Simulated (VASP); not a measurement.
Here is a VASP 6.6.1 calculation.

File INCAR:

```
PREC = Accurate ; ENCUT = 600
EDIFF = 1E-7 ; ISMEAR = 0
SIGMA = 0.1 ; LREAL = False
LASPH = True ; NELM = 100
ALGO = Normal ; ISIF = 3
LWAVE = False ; LCHARG = False
GGA = PE ; IBRION = 2
NSW = 90 ; EDIFFG = -0.04
```

File KPOINTS:

```
regular mesh
0
Gamma
  4 4 4
```

The input POSCAR:

```
La4HfO
1.0
    0.0000000000      4.2932142900      4.2932142900
    4.2932142900      0.0000000000      4.2932142900
    4.2932142900      4.2932142900      0.0000000000
La Hf O
4 1 1
Direct
    0.8699390300      0.3766869900      0.3766869900
    0.3766869900      0.3766869900      0.3766869900
    0.3766869900      0.8699390300      0.3766869900
    0.3766869900      0.3766869900      0.8699390300
    0.7500000000      0.7500000000      0.7500000000
    0.0000000000      0.0000000000      0.0000000000
```

Potentials or basis: VASP PAW PBE potentials, release 64 (La, Hf_pv, O).

Command:

```bash
$ cat potpaw_PBE.64/La/POTCAR potpaw_PBE.64/Hf_pv/POTCAR potpaw_PBE.64/O/POTCAR > POTCAR
$ mpirun -np 1 vasp_std > vasp.out
```

Problem. What does it give for the band gap on the k mesh?

Solution. Zero (bands 30 and 31 overlap by 0.17 eV).

Problem. Predict the relaxed volume.

Solution. 30.04 Å³/atom.

Forces on the atoms (eV/Å):
```
La  -0.020  0.020  0.020
La  -0.020 -0.020 -0.020
La   0.020 -0.020  0.020
La   0.020  0.020 -0.020
Hf   0.000  0.000  0.000
O    0.000  0.000  0.000
```

Caveat: spin-orbit coupling is left out, which moves the levels of the heavy elements.
